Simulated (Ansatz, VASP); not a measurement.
## Two plane-wave programs on SnTe2

POSCAR

```
SnTe2
1.0
    0.0000000000      3.7010376726      3.7010376726
    3.7010376726      0.0000000000      3.7010376726
    3.7010376726      3.7010376726      0.0000000000
Sn Te
1 2
Direct
    0.0000000000      0.0000000000      0.0000000000
    0.2500000000      0.2500000000      0.2500000000
    0.7500000000      0.7500000000      0.7500000000
```

The input INCAR.step1:

```
SYSTEM = SnTe2
PREC = Accurate
ENCUT = 520
ISMEAR = -1
SIGMA = 0.02
LREAL = .FALSE.
LASPH = .TRUE.
NELM = 150
ISPIN = 2
MAGMOM = 0.02 0.21 0.21
NBANDS = 24
GGA = PE
ALGO = Normal
EDIFF = 1E-4
LWAVE = .TRUE.
LCHARG = .FALSE.
```

The input INCAR.step2:

```
SYSTEM = SnTe2
PREC = Accurate
ENCUT = 520
EDIFF = 1E-6
ISMEAR = -1
SIGMA = 0.02
LREAL = .FALSE.
LASPH = .TRUE.
NELM = 150
ALGO = Normal
ISIF = 2
LWAVE = .FALSE.
LCHARG = .FALSE.
ISPIN = 2
MAGMOM = 0.02 0.21 0.21
LORBIT = 11
METAGGA = R2SCAN
LMIXTAU = .TRUE.
NBANDS = 24
ISTART = 1
```

KPOINTS

```
regular mesh
0
G
  4 4 4
  0 0 0
```

Input for Ansatz:

```yaml
crystal:
  lattice:
    - [0.0, 3.7010376726, 3.7010376726]
    - [3.7010376726, 0.0, 3.7010376726]
    - [3.7010376726, 3.7010376726, 0.0]
  atoms:
    - { symbol: Sn, position: [0.0, 0.0, 0.0] }
    - { symbol: Te, position: [0.25, 0.25, 0.25] }
    - { symbol: Te, position: [0.75, 0.75, 0.75] }
kpoints:
  mp_grid: { grid: [4, 4, 4] }
hamiltonian:
  xc: r2scan
scf:
  occupations: { method: fermi_dirac, width: 0.02 }
  n_extra_bands: 4
  max_iter: 52
output:
  forces: true
  stress: true
  eigenvalues: true
magnetization:
  spin_polarized: true
  initial_magnetization: 2.0
```

Alike in both runs: task single point; functional r2SCAN; k mesh 4 × 4 × 4; occupations fermi-dirac, width 0.02 eV; collinear spin.

```csv
,VASP,Ansatz
version,VASP 6.6.1,Ansatz 0.2.0
potentials or method,"VASP PAW PBE potentials, release 64 (Sn_d, Te)",plane waves
plane-wave cutoff (eV),520,500
valence electrons in the cell,26,46
```

|  | VASP | Ansatz | Ansatz less VASP |
| --- | --- | --- | --- |
| gap on the k mesh at the Fermi level (eV) | none | none | - |
| pressure (GPa) | 0.2 | 0.2 | +0.01 |
| net moment per atom (μB) | 0.18 | 0.18 | 0.000 |
| size of the moment on the site where the two differ most (μB) | 0.16 | 0.19 | +0.031 |

VASP's potentials were made for PBE, not for r2SCAN. Site moments also hang on the region over which each program counts them. A gap of «none» marks a metal or a gap that the smearing closes. VASP's potentials hold 26 valence electrons a cell and Ansatz's 46, so a difference there can come from the potentials and not from the codes. Ansatz's warnings: moment headroom below auto, stability check not made.

The k mesh is coarse, so the values compare programs but aren't converged. Neither program's run includes spin-orbit coupling.
